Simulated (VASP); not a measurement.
Set up this calculation in VASP 6.6.1, as the native input.

- Task: single point
- Functional: PBE-based screened hybrid with 30 % exact exchange
- Potentials or basis: VASP PAW PBE potentials, release 64 (Pt, S)
- Cutoff: 520 eV
- k mesh: 6 × 6 × 2
- Occupations: gaussian, width 0.01 eV
- Spin: no spin polarisation
- Dipole correction: no
- Grid for exact exchange (PRECFOCK): Normal
- Share of exact exchange: 0.3
- Further INCAR settings: ALGO = Normal; EDIFF = 1e-06; NBANDS = 18
- Screening parameter: 0.3 1/Å

Crystal: PtS2.

```
CELL_PARAMETERS angstrom
3.55262 0.00000 0.00000
-1.77631 3.07666 0.00000
0.00000 0.00000 5.12283
ATOMIC_POSITIONS crystal
Pt 0.00000 0.00000 0.00000
S 0.33333 0.66667 0.23925
S 0.66667 0.33333 0.76075
```

These files were run (other wordings do the same):

POSCAR

```
PtS2
1.0
    3.5526240934      0.0000000000      0.0000000000
   -1.7763120467      3.0766627150      0.0000000000
    0.0000000000      0.0000000000      5.1228306371
Pt S
1 2
Direct
    0.0000000000      0.0000000000      0.0000000000
    0.3333333333      0.6666666667      0.2392542165
    0.6666666667      0.3333333333      0.7607457835
```

INCAR.step1

```
PREC = Accurate
ENCUT = 520
EDIFF = 1E-5
ISMEAR = 0
SIGMA = 0.01
LREAL = F
LASPH = T
NELM = 60
ALGO = Normal
ISIF = 2
LWAVE = T
GGA = PE
NBANDS = 18
```

INCAR.step2

```
PREC = Accurate
ENCUT = 520
EDIFF = 1E-6
ISMEAR = 0
SIGMA = 0.01
LREAL = F
LASPH = T
NELM = 60
ALGO = Normal
ISIF = 2
LWAVE = F
LCHARG = T
GGA = PE
LHFCALC = T
AEXX = 0.3
HFSCREEN = 0.3
PRECFOCK = Normal
LELF = T
LVHAR = T
ISTART = 1
NBANDS = 18
```

KPOINTS

```
Automatic mesh
0
Gamma
  6 6 2
```

Potentials or basis: VASP PAW PBE potentials, release 64 (Pt, S).

Command:

```bash
$ cat potpaw_PBE.64/Pt/POTCAR potpaw_PBE.64/S/POTCAR > POTCAR
$ cp INCAR.step1 INCAR
$ mpirun -np 1 vasp_std > vasp.out
$ cp INCAR.step2 INCAR
$ mpirun -np 1 vasp_std > vasp.out
```

It gave:

```
Pressure               : -1.7 GPa
Largest force          : 0.436 eV/Å
Band gap on the k mesh : 1.36 eV (least direct gap 2.28 eV)
```

Caveat: the k points lie up to 0.61 Å⁻¹ apart; the PAW data sets were made with another functional, which shifts forces and pressure a little; spin-orbit coupling is left out, which moves the levels of the heavy elements.

Run time: 28 min on 1 thread of Intel Xeon 8259CL, on a shared host, peak memory 0.29 GiB.
